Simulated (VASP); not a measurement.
# Nb (Im-3m) in VASP: further runs, part 2 of 2

VASP 6.6.1. The steps go on from the part before.

## Step 4: Single point, PBE

File INCAR:

```
SYSTEM = Nb
PREC = Accurate ; ENCUT = 520
EDIFF = 1E-6 ; ISMEAR = -1
SIGMA = 0.1 ; LREAL = .False.
LASPH = .True. ; NELM = 100
ALGO = Normal ; ISIF = 2
LWAVE = .False. ; LCHARG = .False.
GGA = PE ; NBANDS = 12
```

File KPOINTS:

```
Automatic mesh
0
Gamma
  2 2 2
  0 0 0
```

File POSCAR:

```
Nb
1.0
   -1.6547957147      1.6547957147      1.6547957147
    1.6547957147     -1.6547957147      1.6547957147
    1.6547957147      1.6547957147     -1.6547957147
Nb
1
Direct
    0.0000000000      0.0000000000      0.0000000000
```

Potentials or basis: VASP PAW PBE potentials, release 64 (Nb_sv).

Started as:

```sh
$ cat potpaw_PBE.64/Nb_sv/POTCAR > POTCAR
$ mpirun -np 1 vasp_std > vasp.out
```

OUTCAR:

```text
SYSTEM = Nb
   PREC = Accurate
   ENCUT = 520
   EDIFF = 1E-6
   ISMEAR = -1
   LREAL = .False.
   LASPH = .True.
   NELM = 100
   ISIF = 2
   GGA = PE

 ion  position               nearest neighbor table
   1  0.000  0.000  0.000-

  LATTYP: Found a body centered cubic cell.
 ALAT       =     3.3095914294

  Lattice vectors:

 A1 = (  -1.6547957147,   1.6547957147,   1.6547957147)
 A2 = (   1.6547957147,  -1.6547957147,   1.6547957147)
 A3 = (   1.6547957147,   1.6547957147,  -1.6547957147)

Analysis of symmetry for initial positions (statically):
=====================================================================
 Subroutine PRICEL returns:
 Original cell was already a primitive cell.

 Routine SETGRP: Setting up the symmetry group for a
 body centered cubic supercell.

 Subroutine GETGRP returns: Found 48 space group operations
 (whereof 48 operations were pure point group operations)
 out of a pool of 48 trial point group operations.

The static configuration has the point symmetry O_h .

[... 143 lines left out ...]
 k-point     1 :       0.0000    0.0000    0.0000
  band No.  band energies     occupation
      1     -43.1191      2.00000
      2     -18.4293      2.00000
      3     -18.4293      2.00000
      4     -18.4293      2.00000
      5       5.1869      2.00000
      6      11.5857      2.00000
      7      11.5857      2.00000
      8      11.5857      2.00000
      9      14.4583      0.00002
     10      14.4584      0.00002
     11      25.3216      0.00000
     12      25.3216      0.00000
[... 16 lines left out ...]
 k-point     3 :       0.5000    0.5000    0.5000
  band No.  band energies     occupation
      1     -42.7099      2.00000
      2     -19.3453      2.00000
      3     -19.3453      2.00000
      4     -19.3453      2.00000
      5       7.4714      2.00000
      6       7.4714      2.00000
      7      16.8110      0.00000
      8      16.8110      0.00000
      9      16.8110      0.00000
     10      20.1543      0.00000
     11      20.1543      0.00000
     12      20.1543      0.00000

------------------------ aborting loop because EDIFF is reached ----------------------------------------

  FORCE on cell =-STRESS in cart. coord.  units (eV):
  Direction    XX          YY          ZZ          XY          YZ          ZX
  --------------------------------------------------------------------------------------
  -------------------------------------------------------------------------------------
  Total       -2.3944395     -2.3944395     -2.3944395      0.0000000      0.0000000      0.0000000
  in kB     -211.6514760   -211.6514760   -211.6514760      0.0000000      0.0000000      0.0000000
  external PRESSURE =    -211.6514760 kB  Pullay stress =       0.0000000 kB

 VOLUME and BASIS-vectors are now :
 -----------------------------------------------------------------------------
  energy-cutoff  :      520.00
  volume of cell :       18.13
      direct lattice vectors                 reciprocal lattice vectors
    -1.654795715  1.654795715  1.654795715     0.000000000  0.302152100  0.302152100
     1.654795715 -1.654795715  1.654795715     0.302152100  0.000000000  0.302152100
     1.654795715  1.654795715 -1.654795715     0.302152100  0.302152100  0.000000000

 POSITION                                       TOTAL-FORCE (eV/Angst)
 -----------------------------------------------------------------------------------
      0.00000      0.00000      0.00000         0.000000      0.000000      0.000000
 -----------------------------------------------------------------------------------
    total drift:                                0.000000      0.000000     -0.000000

  FREE ENERGIE OF THE ION-ELECTRON SYSTEM (eV)
  ---------------------------------------------------
  free  energy   TOTEN  =       -11.3042527091 eV

  energy  without entropy=      -11.2087591713  energy(sigma->0) =      -11.25650594
```

stdout:

```text
POSCAR found type information on POSCAR Nb
 POSCAR found :  1 types and       1 ions
 scaLAPACK will be used
 LDA part: xc-table for (Slater+PW92), standard interpolation
 POSCAR, INCAR and KPOINTS ok, starting setup
 FFT: planning ... GRIDC
 FFT: planning ... GRID_SOFT
 FFT: planning ... GRID
 WAVECAR not read
 entering main loop
```

Run time: 2 s. Hardware: 1 thread of Intel Xeon 6975P-C, shared host; peak memory 0.13 GiB.

What came out:

| Quantity | Value |
| --- | --- |
| Free energy | -11.3043 eV |
| Pressure | -21.2 GPa |

Levels at points of the mesh, in eV from the Fermi level:
| k point | band 3 | band 4 | band 5 | band 6 | band 7 | band 8 | band 9 | band 10 |
| --- | --- | --- | --- | --- | --- | --- | --- | --- |
| (0.00, 0.00, 0.00) | -31.73 | -31.73 | -8.11 | -1.71 | -1.71 | -1.71 | 1.16 | 1.16 |
| (0.50, 0.00, 0.00) | -32.15 | -31.74 | -5.83 | -3.74 | 0.07 | 1.20 | 1.88 | 4.28 |
| (0.50, 0.50, 0.50) | -32.64 | -32.64 | -5.82 | -5.82 | 3.51 | 3.51 | 3.51 | 6.86 |

Caveat: the k points lie up to 1.34 Å⁻¹ apart.

## Step 5: Single point, PBE

File INCAR:

```
ALGO     = Normal         # electronic algorithm
EDIFF    = 1E-6           # SCF threshold, eV
ENCUT    = 520            # plane-wave cutoff, eV
GGA      = PE             # functional
ISIF     = 2              # what is computed and relaxed
ISMEAR   = -1             # smearing method
LASPH    = True           # aspherical terms in the spheres
LCHARG   = False          # write CHGCAR
LREAL    = False          # projectors in reciprocal space
LWAVE    = False          # write WAVECAR
NBANDS   = 12             # bands
NELM     = 80             # most SCF steps
PREC     = Accurate       # precision mode
SIGMA    = 0.1            # smearing width, eV
```

File KPOINTS:

```
k-points
0
Gamma
  3 3 3
```

POSCAR is that of step 4.

Started as:

```sh
$ cat potpaw_PBE.64/Nb_sv/POTCAR > POTCAR
$ mpirun -np 1 vasp_std > vasp.out
```

Run time: 1.7 s. Hardware: 1 thread of Intel Xeon 6975P-C, shared host; peak memory 0.13 GiB.

It converged, with:

* Free energy: -10.3697 eV
* Pressure: -0.9 GPa

Levels at points of the mesh, in eV from the Fermi level:
| k point | band 4 | band 5 | band 6 | band 7 | band 8 | band 9 |
| --- | --- | --- | --- | --- | --- | --- |
| (0.00, 0.00, 0.00) | -30.10 | -6.28 | -0.01 | -0.01 | -0.01 | 2.88 |

Caveat: the k points lie up to 0.89 Å⁻¹ apart.

## Step 6: Single point, PBE

File INCAR:

```
SYSTEM = Nb
ALGO = Normal
EDIFF = 1E-7
ENCUT = 520
GGA = PE
ISIF = 2
ISMEAR = -1
LASPH = .True.
LCHARG = .False.
LREAL = .False.
LWAVE = .False.
NBANDS = 12
NELM = 80
PREC = Accurate
SIGMA = 0.1
```

File KPOINTS:

```
k-points
0
Gamma
  5 5 5
  0 0 0
```

POSCAR is that of step 5.

Potentials or basis: VASP PAW PBE potentials, release 64 (Nb_sv).

Started as:

```sh
$ cat potpaw_PBE.64/Nb_sv/POTCAR > POTCAR
$ mpirun -np 1 vasp_std > vasp.out
```

Wall time 3.2 s (1 thread of Intel Xeon 6975P-C, shared host); peak memory 0.13 GiB.

It converged, with:

| Item | Value |
| --- | --- |
| Free energy | -10.1981 eV |
| Pressure | -0.8 GPa |

Levels at points of the mesh, in eV from the Fermi level:
```
           k point  band 4  band 5  band 6  band 7  band 8  band 9
(0.00, 0.00, 0.00)  -29.77   -6.06    0.27    0.27    0.27    3.16
```

Caveat: the k points lie up to 0.54 Å⁻¹ apart.

## Step 7: Summary

```csv
k mesh,gap on the mesh (eV),pressure (GPa)
19 × 19 × 19,none,0.0
22 × 22 × 22,none,0.0
2 × 2 × 2,none,-21.2
3 × 3 × 3,none,-0.9
5 × 5 × 5,none,-0.8
```

Alike in all rows: task single point; level PBE; potentials or basis VASP PAW PBE potentials, release 64 (Nb_sv); no spin polarisation; cell as given; cutoff (eV) 520; smearing fermi-dirac 0.1 eV.

Caveats: some runs use coarse meshes.

Absolute energies hang on the potentials; compare differences alone.
